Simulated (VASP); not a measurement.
# BaSb2Pt6 (P-31m) in VASP: single point with PBE

Aim: the single point of BaSb2Pt6 with PBE.

All numbers are computed with VASP 6.6.1; they aren't measurements. Logs are shortened: lines on timing, memory, paths and dates and some standing lists are left out, and cuts for length are marked.

### 1 The cell of the first run

Symmetry: P-31m, No. 162, trigonal system. The conventional cell has a = 5.966 Å, b = 5.966 Å, c = 6.479 Å, α = 90.00°, β = 90.00°, γ = 120.00°. Within 4.2 Å of Ba (site symmetry -3m) lie 12 Pt at 3.09 to 4.19 Å. Sb (site symmetry 32) has 6 Pt at 2.20 Å within 2.9 Å. Pt (site symmetry m) has 2 Sb at 2.20 Å and 1 Pt at 2.74 Å within 2.9 Å.

### 2 Single point, PBE

Input file INCAR:

```
SYSTEM = BaSb2Pt6
  ALGO = Normal
  EDIFF = 1E-6
  ENCUT = 500
  GGA = PE
  GGA_COMPAT = .False.
  ISIF = 2
  ISMEAR = 1
  LASPH = .True.
  LCHARG = .False.
  LREAL = .False.
  LWAVE = .False.
  NBANDS = 50
  NELM = 120
  PREC = Accurate
  SIGMA = 0.0108
```

Input file KPOINTS:

```
k-points
0
Gamma
  5 5 4
  0 0 0
```

Input file POSCAR:

```
BaSb2Pt6
1.0
    2.9828510000      5.1664460000      0.0000000000
   -2.9828510000      5.1664460000      0.0000000000
    0.0000000000      0.0000000000      6.4793030000
Ba Sb Pt
1 2 6
Direct
    0.0000000000      0.0000000000      0.0000000000
    0.3333300000      0.3333400000      0.5000000000
    0.6666700000      0.6666600000      0.5000000000
    0.3875000000      0.6125000000      0.3159000000
    0.0000000000      0.3875000000      0.3159000000
    0.6125000000      0.0000000000      0.3159000000
    0.0000000000      0.6125000000      0.6841000000
    0.6125000000      0.3875000000      0.6841000000
    0.3875000000      0.0000000000      0.6841000000
```

Potentials or basis: VASP PAW PBE potentials, release 64 (Ba_sv, Sb, Pt).

Command:

```sh
$ cat potpaw_PBE.64/Ba_sv/POTCAR potpaw_PBE.64/Sb/POTCAR potpaw_PBE.64/Pt/POTCAR > POTCAR
$ mpirun -np 1 vasp_std > vasp.out
```

OUTCAR:

```text
SYSTEM = BaSb2Pt6
   EDIFF = 1E-6
   ENCUT = 500
   GGA = PE
   ISIF = 2
   ISMEAR = 1
   LASPH = .True.
   LREAL = .False.
   NELM = 120
   PREC = Accurate

 ion  position               nearest neighbor table
   1  0.000  0.000  0.000-   5 3.09   6 3.09   7 3.09   9 3.09   8 3.09   4 3.09
   2  0.333  0.333  0.500-   4 2.20   7 2.20   8 2.20   5 2.20   9 2.20   6 2.20   3 3.44   3 3.44
                             3 3.44
   3  0.667  0.667  0.500-   8 2.20   5 2.20   4 2.20   7 2.20   6 2.20   9 2.20   2 3.44   2 3.44
                             2 3.44
   4  0.388  0.612  0.316-   2 2.20   3 2.20   8 2.74   1 3.09   6 3.20   5 3.20   5 3.20   6 3.20
                             9 3.32   7 3.32
   5  0.000  0.388  0.316-   3 2.20   2 2.20   7 2.74   1 3.09   4 3.20   4 3.20   6 3.20   6 3.20
                             8 3.32   9 3.32
   6  0.612  0.000  0.316-   3 2.20   2 2.20   9 2.74   1 3.09   4 3.20   4 3.20   5 3.20   5 3.20
                             8 3.32   7 3.32
   7  0.000  0.612  0.684-   2 2.20   3 2.20   5 2.74   1 3.09   8 3.20   8 3.20   9 3.20   9 3.20
                             4 3.32   6 3.32
   8  0.612  0.388  0.684-   3 2.20   2 2.20   4 2.74   1 3.09   7 3.20   9 3.20   9 3.20   7 3.20
                             6 3.32   5 3.32
   9  0.388  0.000  0.684-   2 2.20   3 2.20   6 2.74   1 3.09   8 3.20   8 3.20   7 3.20   7 3.20
                             4 3.32   5 3.32

  LATTYP: Found a hexagonal cell.
 ALAT       =     5.9656989833
 C/A-ratio  =     1.0860928482

  Lattice vectors:

 A1 = (   2.9828510000,  -5.1664460000,   0.0000000000)
 A2 = (   2.9828510000,   5.1664460000,   0.0000000000)
 A3 = (   0.0000000000,   0.0000000000,   6.4793030000)

Analysis of symmetry for initial positions (statically):
=====================================================================
 Subroutine PRICEL returns:
 Original cell was already a primitive cell.

 Routine SETGRP: Setting up the symmetry group for a
 hexagonal supercell.

 Subroutine GETGRP returns: Found  4 space group operations
 (whereof  4 operations were pure point group operations)
 out of a pool of 24 trial point group operations.

The static configuration has the point symmetry C_2h.

Analysis of symmetry for dynamics (positions and initial velocities):
=====================================================================
 Subroutine PRICEL returns:
 Original cell was already a primitive cell.

 Routine SETGRP: Setting up the symmetry group for a
 hexagonal supercell.

 Subroutine GETGRP returns: Found  4 space group operations
 (whereof  4 operations were pure point group operations)
 out of a pool of 24 trial point group operations.

The dynamic configuration has the point symmetry C_2h.

 Subroutine INISYM returns: Found  4 space group operations
 (whereof  4 operations are pure point group operations),
 and found     1 'primitive' translations

----------------------------------------------------------------------------------------

                                     Primitive cell

  volume of cell :     199.7017

  direct lattice vectors                    reciprocal lattice vectors
     2.982851000  5.166446000  0.000000000     0.167624866  0.096778327  0.000000000
    -2.982851000  5.166446000  0.000000000    -0.167624866  0.096778327  0.000000000
     0.000000000  0.000000000  6.479303000     0.000000000  0.000000000  0.154337588

  length of vectors
     5.965698983  5.965698983  6.479303000     0.193556556  0.193556556  0.154337588

  position of ions in fractional coordinates (direct lattice)
     0.000000000  0.000000000  0.000000000
     0.333330000  0.333340000  0.500000000
     0.666670000  0.666660000  0.500000000
     0.387500000  0.612500000  0.315900000
     1.000000000  0.387500000  0.315900000
     0.612500000  1.000000000  0.315900000
     1.000000000  0.612500000  0.684100000
     0.612500000  0.387500000  0.684100000
     0.387500000  1.000000000  0.684100000

  ion indices of the primitive-cell ions
   primitive index   ion index
                 1           1
                 2           2
                 3           3
                 4           4
                 5           5
                 6           6
                 7           7
                 8           8
                 9           9

----------------------------------------------------------------------------------------

 KPOINTS: k-points

Automatic generation of k-mesh.
 Grid dimensions read from file:
 generate k-points for:    5    5    4

 Generating k-lattice:

  Cartesian coordinates                     Fractional coordinates (reciprocal lattice)
     0.033524973  0.019355665  0.000000000     0.200000000 -0.000000000  0.000000000
    -0.033524973  0.019355665  0.000000000    -0.000000000  0.200000000  0.000000000
     0.000000000  0.000000000  0.038584397     0.000000000  0.000000000  0.250000000

  Length of vectors
     0.038711311  0.038711311  0.038584397

  Shift w.r.t. Gamma in fractional coordinates (k-lattice)
     0.000000000  0.000000000  0.000000000

 Subroutine IBZKPT returns following result:
 ===========================================

 Found     33 irreducible k-points:

 Following reciprocal coordinates:
            Coordinates               Weight
  0.000000  0.000000  0.000000      1.000000
  0.200000 -0.000000  0.000000      4.000000
 -0.000000  0.200000  0.000000      2.000000
  0.400000 -0.000000  0.000000      4.000000
 -0.000000  0.400000  0.000000      2.000000
  0.400000  0.200000  0.000000      2.000000
[... 16 lines left out ...]
 -0.200000  0.400000  0.250000      2.000000
  0.200000 -0.400000  0.250000      2.000000
 [... further k-points ...]
   k-points           NKPTS =     33   k-points in BZ     NKDIM =     33   number of bands    NBANDS=     50
   number of dos      NEDOS =    301   number of ions     NIONS =      9
   total plane-waves  NPLWV = 110592
   dimension x,y,z NGX =    48 NGY =   48 NGZ =   48
   dimension x,y,z NGXF=    96 NGYF=   96 NGZF=   96
   ions per type =               1   2   6
   NGX,Y,Z   is equivalent  to a cutoff of  13.38, 13.38, 12.32 a.u.
   NGXF,Y,Z  is equivalent  to a cutoff of  26.75, 26.75, 24.63 a.u.
 SYSTEM =  BaSb2Pt6
   PREC   = accura    normal or accurate (medium, high low for compatibility)
   ISTART =      0    job   : 0-new  1-cont  2-samecut
   ICHARG =      2    charge: 1-file 2-atom 10-const
   ISPIN  =      1    spin polarized calculation?
   LNONCOLLINEAR =      F non collinear calculations
   LSORBIT =      F    spin-orbit coupling
   LASPH  =      T    aspherical Exc in radial PAW
   ENCUT  =  500.0 eV  36.75 Ry    6.06 a.u.  10.88 10.88 11.81*2*pi/ulx,y,z
   NELM   =    120;   NELMIN=  2; NELMDL= -5     # of ELM steps
   EDIFF  = 0.1E-05   stopping-criterion for ELM
   LREAL  =      F    real-space projection
   EDIFFG = 0.1E-04   stopping-criterion for IOM
   NSW    =      0    number of steps for IOM
   IBRION =     -1    ionic relax: 0-MD 1-quasi-New 2-CG
   NFREE  =      0    steps in history (QN), initial steepest desc. (CG)
   ISIF   =      2    stress and relaxation
   ISYM   =      2    0-nonsym 1-usesym 2-fastsym
   POTIM  = 0.5000    time-step for ionic-motion
   TEBEG  =    0.0;   TEEND  =   0.0 temperature during run
   PSTRESS=    0.0 pullay stress
   NELECT =      80.0000    total number of electrons
   NUPDOWN=      -1.0000    fix difference up-down
   EMIN   =  10.00;   EMAX   =-10.00  energy-range for DOS
   EFERMI =   0.00;   METHOD = LEGACY
   ISMEAR =     1;   SIGMA  =   0.01  broadening in eV -4-tet -1-fermi 0-gaus
   EFERMI_NEDOS =   21; number of points for ismear=-14 and -15
   IALGO  =     38    algorithm
   IMIX   =      4    mixing-type and parameters
     AMIX     =   0.40;   BMIX     =  1.00
     AMIX_MAG =   1.60;   BMIX_MAG =  1.00
  volume/ion in A,a.u.               =      22.19       149.74
  Fermi-wavevector in a.u.,A,eV,Ry     =   1.206825  2.280568 19.815882  1.456426
  Thomas-Fermi vector in A             =   2.342481
   LORBIT       =      0    0 simple, 1 ext, 2 COOP (PROOUT), +10 PAW based schemes
   GGA     = PE    functional components
   LHFCALC =     F    Hartree Fock is set to
   AEXX    =    0.0000 exact exchange contribution
   IVDW    =     0    specifies the selected vdW correction
   LEPSILON=     F    determine dielectric tensor
   LRPA    =     F    only Hartree local field effects (RPA)
 non-spin polarized calculation
 Methfessel and Paxton  Order N= 1 SIGMA  =   0.01
  energy-cutoff  :      500.00
  volume of cell :      199.70
 maximum number of plane-waves:      5083
 NGX is ok and might be reduce to    48
   NGX = 21   NGY = 21   NGZ = 23

 number of electron      80.0000008 magnetization

 Free energy of the ion-electron system (eV)
  ---------------------------------------------------
  ext. energy  EPLUGINS =         0.00000000
  ---------------------------------------------------
  free energy    TOTEN  =       -27.71746362 eV

  energy without entropy =      -27.71743252  energy(sigma->0) =      -27.71745326

 E-fermi :   7.5884     XC(G=0): -10.6713

 val. band max:        7.5761485621   @ k =   0.2000   0.4000   0.0000
 cond. band min:       7.5891552452   @ k =   0.4000  -0.0000   0.0000
 fundamental gap:      0.0130066830
 Fermi energy:         7.5883577608

 k-point     1 :       0.0000    0.0000    0.0000
  band No.  band energies     occupation
      1     -20.0002      2.00000
      2      -6.6152      2.00000
      3      -5.5118      2.00000
      4      -5.3840      2.00000
      5      -5.3840      2.00000
      6      -4.9356      2.00000
[... 42 lines left out ...]
     49      10.6303      0.00000
     50      10.6303      0.00000

 k-point     2 :       0.2000   -0.0000    0.0000
  band No.  band energies     occupation
      1     -19.9999      2.00000
      2      -6.4985      2.00000
      3      -5.5075      2.00000
      4      -5.3903      2.00000
      5      -5.3809      2.00000
      6      -5.0832      2.00000
[... 42 lines left out ...]
     49      11.6931      0.00000
     50      12.1692      0.00000

 k-point     3 :      -0.0000    0.2000    0.0000
  band No.  band energies     occupation
      1     -19.9999      2.00000
      2      -6.4985      2.00000
      3      -5.5075      2.00000
      4      -5.3903      2.00000
      5      -5.3809      2.00000
      6      -5.0832      2.00000
[... 42 lines left out ...]
     49      11.6931      0.00000
     50      12.1692      0.00000

 k-point     4 :       0.4000   -0.0000    0.0000
  band No.  band energies     occupation
      1     -19.9993      2.00000
      2      -6.2306      2.00000
      3      -5.5020      2.00000
      4      -5.4669      2.00000
      5      -5.4001      2.00000
      6      -5.3067      2.00000
[... 999 lines left out ...]
 k-point    23 :      -0.2000    0.4000    0.2500
  band No.  band energies     occupation
      1     -19.9991      2.00000
      2      -6.0471      2.00000
      3      -5.7666      2.00000
      4      -5.5034      2.00000
      5      -5.3258      2.00000
      6      -5.2677      2.00000
[... 42 lines left out ...]
     49      12.0492      0.00000
     50      12.3186      0.00000

 k-point    24 :       0.2000   -0.4000    0.2500
  band No.  band energies     occupation
      1     -19.9993      2.00000
      2      -5.9936      2.00000
      3      -5.6595      2.00000
      4      -5.4670      2.00000
      5      -5.4025      2.00000
      6      -5.3907      2.00000
[... 42 lines left out ...]
     49      11.8217      0.00000
     50      12.1046      0.00000

 [... further k-points ...]
[... 5 lines left out ...]
  --------------------------------------------------------------------------------------
  -------------------------------------------------------------------------------------
  Total       80.4307233     80.4334315     78.1212194      0.0024393      0.0002693      0.0001555
  in kB      645.2838810    645.3056084    626.7550706      0.0195701      0.0021605      0.0012474
  external PRESSURE =     639.1148533 kB  Pullay stress =       0.0000000 kB

 VOLUME and BASIS-vectors are now :
 -----------------------------------------------------------------------------
  energy-cutoff  :      500.00
  volume of cell :      199.70
      direct lattice vectors                 reciprocal lattice vectors
     2.982851000  5.166446000  0.000000000     0.167624866  0.096778327  0.000000000
    -2.982851000  5.166446000  0.000000000    -0.167624866  0.096778327  0.000000000
     0.000000000  0.000000000  6.479303000     0.000000000  0.000000000  0.154337588

 POSITION                                       TOTAL-FORCE (eV/Angst)
 -----------------------------------------------------------------------------------
      0.00000      0.00000      0.00000        -0.000000     -0.000000      0.000000
     -0.00003      3.44431      3.23965         0.002066     -0.001193      0.000000
      0.00003      6.88858      3.23965        -0.002066      0.001193      0.000000
     -0.67114      5.16645      2.04681        -4.768236      0.000597    -10.154613
     -1.15585      2.00200      2.04681         2.384635     -4.129112    -10.154613
      1.82700      3.16445      2.04681         2.383573      4.128466    -10.152670
     -1.82700      3.16445      4.43249        -2.384635      4.129112     10.154613
      0.67114      5.16645      4.43249         4.768236     -0.000597     10.154613
      1.15585      2.00200      4.43249        -2.383573     -4.128466     10.152670
 -----------------------------------------------------------------------------------
    total drift:                               -0.000000      0.000000      0.000000

  FREE ENERGIE OF THE ION-ELECTRON SYSTEM (eV)
  ---------------------------------------------------
  free  energy   TOTEN  =       -27.7174636229 eV

  energy  without entropy=      -27.7174325219  energy(sigma->0) =      -27.71745326
```

Run time: 11 min. Hardware: 1 thread of Intel Xeon 8259CL, shared host; peak memory 0.49 GiB.

What came out:

```
Free energy            : -27.7175 eV
Pressure               : 63.9 GPa
Largest force          : 11.218 eV/Å
Band gap on the k mesh : zero (bands 40 and 41 overlap by 0.86 eV)
```

Forces in eV/Å, atoms in the order of the input:
```
Ba    0.000   0.000   0.000
Sb    0.002  -0.001   0.000
Sb   -0.002   0.001   0.000
Pt   -4.768   0.001 -10.155
Pt    2.385  -4.129 -10.155
Pt    2.384   4.128 -10.153
Pt   -2.385   4.129  10.155
Pt    4.768  -0.001  10.155
Pt   -2.384  -4.128  10.153
```

Levels at points of the mesh, in eV from the Fermi level:
```csv
k point,band 36,band 37,band 38,band 39,band 40,band 41,band 42,band 43,band 44,band 45
"(0.00, 0.00, 0.00)",-1.45,-0.99,-0.98,-0.98,-0.96,0.21,0.21,0.88,0.90,0.90
"(0.00, 0.00, 0.50)",-2.12,-0.90,-0.90,-0.90,-0.90,-0.72,0.69,0.99,0.99,1.72
```

Caveat: the cell stands under pressure; spin-orbit coupling is left out, which moves the levels of the heavy elements; forces of over 1 eV/Å act on the atoms, so gaps and moduli don't describe the material at rest.
